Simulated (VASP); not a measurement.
# BaF2 (Frankdicksonite) (Fm-3m) in VASP: settings compared

The runs below take BaF2 (Frankdicksonite) through single point, with PBE, r2SCAN.

Everything below comes from runs of VASP 6.6.1. Logs are shortened: lines on timing, memory, paths and dates and some standing lists are left out, and cuts for length are marked.

### Step 1. The cell of the first run

It takes space group Fm-3m (No. 225, cubic). Conventional cell: a = 6.194 Å, b = 6.194 Å, c = 6.194 Å, α = 90.00°, β = 90.00°, γ = 90.00°. Ba (site symmetry m-3m) has 8 F at 2.68 Å within 3.5 Å. Within 3.5 Å of F (site symmetry -43m) lie 4 Ba at 2.68 Å and 6 F at 3.10 Å.

### Step 2. Single point, PBE

Contents of INCAR:

```
SYSTEM = BaF2
ALGO = Normal
EDIFF = 1E-6
ENCUT = 600
GGA = PE
GGA_COMPAT = .False.
ISIF = 2
ISMEAR = 0
LASPH = .True.
LCHARG = .False.
LREAL = .False.
LWAVE = .False.
NBANDS = 19
NELM = 120
PREC = Accurate
SIGMA = 0.01
```

Contents of KPOINTS:

```
k-points
0
Gamma
  6 6 6
  0 0 0
```

Contents of POSCAR:

```
BaF2
1.0
    0.0000000000      3.0971612422      3.0971612422
    3.0971612422      0.0000000000      3.0971612422
    3.0971612422      3.0971612422      0.0000000000
Ba F
1 2
Direct
    0.0000000000      0.0000000000      0.0000000000
    0.2500000000      0.2500000000      0.2500000000
    0.7500000000      0.7500000000      0.7500000000
```

Potentials or basis: VASP PAW PBE potentials, release 64 (Ba_sv, F).

The run is started by

```
$ cat potpaw_PBE.64/Ba_sv/POTCAR potpaw_PBE.64/F/POTCAR > POTCAR
$ mpirun -np 1 vasp_std > vasp.out
```

OUTCAR:

```text
SYSTEM = BaF2
   EDIFF = 1E-6
   ENCUT = 600
   GGA = PE
   ISIF = 2
   ISMEAR = 0
   LASPH = .True.
   LREAL = .False.
   NELM = 120
   PREC = Accurate

 ion  position               nearest neighbor table
   1  0.000  0.000  0.000-   3 2.68   3 2.68   3 2.68   2 2.68   3 2.68   2 2.68   2 2.68   2 2.68

   2  0.250  0.250  0.250-   1 2.68   1 2.68   1 2.68   1 2.68
   3  0.750  0.750  0.750-   1 2.68   1 2.68   1 2.68   1 2.68

  LATTYP: Found a face centered cubic cell.
 ALAT       =     6.1943224844

  Lattice vectors:

 A1 = (   0.0000000000,   3.0971612422,   3.0971612422)
 A2 = (   3.0971612422,   0.0000000000,   3.0971612422)
 A3 = (   3.0971612422,   3.0971612422,   0.0000000000)

Analysis of symmetry for initial positions (statically):
=====================================================================
 Subroutine PRICEL returns:
 Original cell was already a primitive cell.

 Routine SETGRP: Setting up the symmetry group for a
 face centered cubic supercell.

 Subroutine GETGRP returns: Found 48 space group operations
 (whereof 48 operations were pure point group operations)
 out of a pool of 48 trial point group operations.

The static configuration has the point symmetry O_h .

Analysis of symmetry for dynamics (positions and initial velocities):
=====================================================================
 Subroutine PRICEL returns:
 Original cell was already a primitive cell.

 Routine SETGRP: Setting up the symmetry group for a
 face centered cubic supercell.

 Subroutine GETGRP returns: Found 48 space group operations
 (whereof 48 operations were pure point group operations)
 out of a pool of 48 trial point group operations.

The dynamic configuration has the point symmetry O_h .

 Subroutine INISYM returns: Found 48 space group operations
 (whereof 48 operations are pure point group operations),
 and found     1 'primitive' translations

----------------------------------------------------------------------------------------

                                     Primitive cell

  volume of cell :      59.4185

  direct lattice vectors                    reciprocal lattice vectors
     0.000000000  3.097161242  3.097161242    -0.161438156  0.161438156  0.161438156
     3.097161242  0.000000000  3.097161242     0.161438156 -0.161438156  0.161438156
     3.097161242  3.097161242  0.000000000     0.161438156  0.161438156 -0.161438156
[... 74 lines left out ...]
   LASPH  =      T    aspherical Exc in radial PAW
   ENCUT  =  600.0 eV  44.10 Ry    6.64 a.u.   8.75  8.75  8.75*2*pi/ulx,y,z
   NELM   =    120;   NELMIN=  2; NELMDL= -5     # of ELM steps
   EDIFF  = 0.1E-05   stopping-criterion for ELM
   LREAL  =      F    real-space projection
   EDIFFG = 0.1E-04   stopping-criterion for IOM
   NSW    =      0    number of steps for IOM
   IBRION =     -1    ionic relax: 0-MD 1-quasi-New 2-CG
   NFREE  =      0    steps in history (QN), initial steepest desc. (CG)
   ISIF   =      2    stress and relaxation
   ISYM   =      2    0-nonsym 1-usesym 2-fastsym
   POTIM  = 0.5000    time-step for ionic-motion
   TEBEG  =    0.0;   TEEND  =   0.0 temperature during run
   PSTRESS=    0.0 pullay stress
   NELECT =      24.0000    total number of electrons
   NUPDOWN=      -1.0000    fix difference up-down
   EMIN   =  10.00;   EMAX   =-10.00  energy-range for DOS
   EFERMI =   0.00;   METHOD = LEGACY
   ISMEAR =     0;   SIGMA  =   0.01  broadening in eV -4-tet -1-fermi 0-gaus
   EFERMI_NEDOS =   21; number of points for ismear=-14 and -15
   IALGO  =     38    algorithm
   IMIX   =      4    mixing-type and parameters
     AMIX     =   0.40;   BMIX     =  1.00
     AMIX_MAG =   1.60;   BMIX_MAG =  1.00
  volume/ion in A,a.u.               =      19.81       133.66
  Fermi-wavevector in a.u.,A,eV,Ry     =   1.210147  2.286846 19.925127  1.464456
  Thomas-Fermi vector in A             =   2.345703
   LORBIT       =      0    0 simple, 1 ext, 2 COOP (PROOUT), +10 PAW based schemes
   GGA     = PE    functional components
   LHFCALC =     F    Hartree Fock is set to
   AEXX    =    0.0000 exact exchange contribution
   IVDW    =     0    specifies the selected vdW correction
   LEPSILON=     F    determine dielectric tensor
   LRPA    =     F    only Hartree local field effects (RPA)
 non-spin polarized calculation
 Gauss-broadening in eV      SIGMA  =   0.01
  energy-cutoff  :      600.00
  volume of cell :       59.42
 maximum number of plane-waves:      2012
   NGX = 17   NGY = 17   NGZ = 17

 number of electron      24.0000001 magnetization

 Free energy of the ion-electron system (eV)
  ---------------------------------------------------
  ext. energy  EPLUGINS =         0.00000000
  ---------------------------------------------------
  free energy    TOTEN  =       -17.11004483 eV

  energy without entropy =      -17.11004483  energy(sigma->0) =      -17.11004483

 E-fermi :  -1.9901     XC(G=0):  -8.7135

 val. band max:       -2.0740939945   @ k =  -0.1667   0.1667   0.0000
 cond. band min:       4.7152417769   @ k =   0.0000   0.0000   0.0000
 fundamental gap:      6.7893357714
 Fermi energy:        -1.9900857648

 k-point     1 :       0.0000    0.0000    0.0000
  band No.  band energies     occupation
      1     -25.1532      2.00000
      2     -20.9984      2.00000
      3     -20.9462      2.00000
      4      -9.9866      2.00000
      5      -9.9866      2.00000
      6      -9.9866      2.00000
[... 329 lines left out ...]
      6      -9.9623      2.00000
[... 11 lines left out ...]
     18      12.4107      0.00000
     19      12.6746      0.00000

------------------------ aborting loop because EDIFF is reached ----------------------------------------

  FORCE on cell =-STRESS in cart. coord.  units (eV):
  Direction    XX          YY          ZZ          XY          YZ          ZX
  --------------------------------------------------------------------------------------
  -------------------------------------------------------------------------------------
  Total        0.9120201      0.9120201      0.9120201      0.0000000      0.0000000      0.0000000
  in kB       24.5919838     24.5919838     24.5919838      0.0000000      0.0000000      0.0000000
  external PRESSURE =      24.5919838 kB  Pullay stress =       0.0000000 kB

 VOLUME and BASIS-vectors are now :
 -----------------------------------------------------------------------------
  energy-cutoff  :      600.00
  volume of cell :       59.42
      direct lattice vectors                 reciprocal lattice vectors
     0.000000000  3.097161242  3.097161242    -0.161438156  0.161438156  0.161438156
     3.097161242  0.000000000  3.097161242     0.161438156 -0.161438156  0.161438156
     3.097161242  3.097161242  0.000000000     0.161438156  0.161438156 -0.161438156

 POSITION                                       TOTAL-FORCE (eV/Angst)
 -----------------------------------------------------------------------------------
      0.00000      0.00000      0.00000        -0.000000      0.000000      0.000000
      1.54858      1.54858      1.54858         0.000000      0.000000      0.000000
      4.64574      4.64574      4.64574        -0.000000     -0.000000     -0.000000
 -----------------------------------------------------------------------------------
    total drift:                                0.000000      0.000000      0.000000

  FREE ENERGIE OF THE ION-ELECTRON SYSTEM (eV)
  ---------------------------------------------------
  free  energy   TOTEN  =       -17.1100448250 eV

  energy  without entropy=      -17.1100448250  energy(sigma->0) =      -17.11004483
```

OSZICAR:

```text
N       E                     dE             d eps       ncg     rms          rms(c)
DAV:   1     0.159655524764E+03    0.15966E+03   -0.14106E+04   608   0.133E+03
DAV:   2    -0.101893916059E+02   -0.16984E+03   -0.16322E+03   754   0.273E+02
DAV:   3    -0.187185374984E+02   -0.85291E+01   -0.84933E+01   762   0.628E+01
DAV:   4    -0.188700256774E+02   -0.15149E+00   -0.15125E+00   732   0.800E+00
DAV:   5    -0.188743003198E+02   -0.42746E-02   -0.42745E-02   695   0.111E+00    0.857E+00
DAV:   6    -0.170902328453E+02    0.17841E+01   -0.75396E+00   626   0.214E+01    0.425E+00
DAV:   7    -0.170830814340E+02    0.71514E-02   -0.28172E-01   667   0.407E+00    0.221E+00
DAV:   8    -0.171008425520E+02   -0.17761E-01   -0.64444E-02   625   0.273E+00    0.307E-01
DAV:   9    -0.171069803343E+02   -0.61378E-02   -0.11104E-02   674   0.753E-01    0.139E-01
DAV:  10    -0.171100316244E+02   -0.30513E-02   -0.32389E-03   647   0.383E-01    0.385E-02
DAV:  11    -0.171100247870E+02    0.68375E-05   -0.18922E-04   706   0.109E-01    0.217E-02
DAV:  12    -0.171100443085E+02   -0.19521E-04   -0.53037E-05   632   0.514E-02    0.354E-03
DAV:  13    -0.171100448250E+02   -0.51655E-06   -0.66538E-07   591   0.656E-03
   1 F= -.17110045E+02 E0= -.17110045E+02  d E =-.701987E-34
```

Wall time 22 s (1 thread of Intel Xeon 6975P-C, shared host); peak memory 0.21 GiB.

What came out:

```yaml
Free_energy: -17.1100 eV
Pressure: 2.5 GPa
Band_gap_on_the_k_mesh: 6.79 eV, indirect (least direct gap 6.86 eV)
```

Levels at points of the mesh, in eV from the valence-band top:
```
           k point  band 9  band 10  band 11  band 12  band 13  band 14  band 15  band 16
(0.00, 0.00, 0.00)   -1.49    -0.07    -0.07    -0.07     6.79     9.20     9.20    11.42
(0.50, 0.00, 0.00)   -0.66    -0.34    -0.15    -0.15     9.13     9.20     9.20     9.81
(0.50, 0.50, 0.00)   -0.35    -0.32    -0.32    -0.12     7.26     9.03    10.69    11.98
```

Caveat: spin-orbit coupling is left out, which moves the levels of the heavy elements. A k mesh can miss the band edges.

### Step 3. Single point, PBE

Contents of INCAR:

```
PREC     = Accurate       # precision mode
ENCUT    = 600            # plane-wave cutoff, eV
EDIFF    = 1E-6           # SCF threshold, eV
ISMEAR   = 0              # smearing method
SIGMA    = 0.01           # smearing width, eV
LREAL    = False          # projectors in reciprocal space
LASPH    = True           # aspherical terms in the spheres
NELM     = 120            # most SCF steps
ALGO     = Normal         # electronic algorithm
ISIF     = 2              # what is computed and relaxed
LWAVE    = False          # write WAVECAR
LCHARG   = True           # write CHGCAR
GGA      = PE             # functional
LELF     = True           # ELF
LVHAR    = True         
NBANDS   = 19             # bands
GGA_COMPAT= False
```

Contents of KPOINTS:

```
Automatic mesh
0
Gamma
  6 6 6
```

POSCAR is that of step 2.

Potentials or basis: VASP PAW PBE potentials, release 64 (Ba_sv, F).

The run is started by

```
$ cat potpaw_PBE.64/Ba_sv/POTCAR potpaw_PBE.64/F/POTCAR > POTCAR
$ mpirun -np 1 vasp_std > vasp.out
```

Run time: 23 s. Hardware: 1 thread of Intel Xeon 6975P-C, shared host; peak memory 0.21 GiB.

Results (log left out):

```
Free energy            : -17.1100 eV
Pressure               : 2.5 GPa
Band gap on the k mesh : 6.79 eV, indirect (least direct gap 6.86 eV)
```

Levels at points of the mesh, in eV from the valence-band top:
```tsv
k point	band 10	band 11	band 12	band 13	band 14	band 15
(0.00, 0.00, 0.00)	-0.07	-0.07	-0.07	6.79	9.20	9.20
(0.50, 0.00, 0.00)	-0.34	-0.15	-0.15	9.13	9.20	9.20
(0.50, 0.50, 0.00)	-0.32	-0.32	-0.12	7.26	9.03	10.69
```

Caveat: spin-orbit coupling is left out, which moves the levels of the heavy elements.

### Step 4. Single point, PBE

Contents of INCAR:

```
SYSTEM = BaF2
ALGO = Normal
EDIFF = 1E-6
ENCUT = 600
GGA = PE
GGA_COMPAT = .False.
ISIF = 2
ISMEAR = 0
LASPH = .True.
LCHARG = .False.
LREAL = .False.
LWAVE = .False.
NBANDS = 19
NELM = 120
PREC = Accurate
SIGMA = 0.01
```

Contents of KPOINTS:

```
k-points
0
Gamma
  8 8 8
  0 0 0
```

POSCAR is that of step 3.

The run is started by

```
$ cat potpaw_PBE.64/Ba_sv/POTCAR potpaw_PBE.64/F/POTCAR > POTCAR
$ mpirun -np 1 vasp_std > vasp.out
```

Wall time 39 s (1 thread of Intel Xeon 6975P-C, shared host); peak memory 0.22 GiB.

Results (log left out):

```
Free energy            : -17.1099 eV
Pressure               : 2.5 GPa
Band gap on the k mesh : 6.78 eV, indirect (least direct gap 6.86 eV)
```

Levels at points of the mesh, in eV from the valence-band top:
```
           k point  band 9  band 10  band 11  band 12  band 13  band 14  band 15  band 16
(0.00, 0.00, 0.00)   -1.50    -0.08    -0.08    -0.08     6.78     9.19     9.19    11.41
(0.50, 0.00, 0.00)   -0.67    -0.35    -0.17    -0.17     9.12     9.19     9.19     9.80
(0.50, 0.50, 0.00)   -0.36    -0.33    -0.33    -0.13     7.25     9.01    10.68    11.97
```

Caveat: spin-orbit coupling is left out, which moves the levels of the heavy elements.

(Continued in part 2 of 2.)
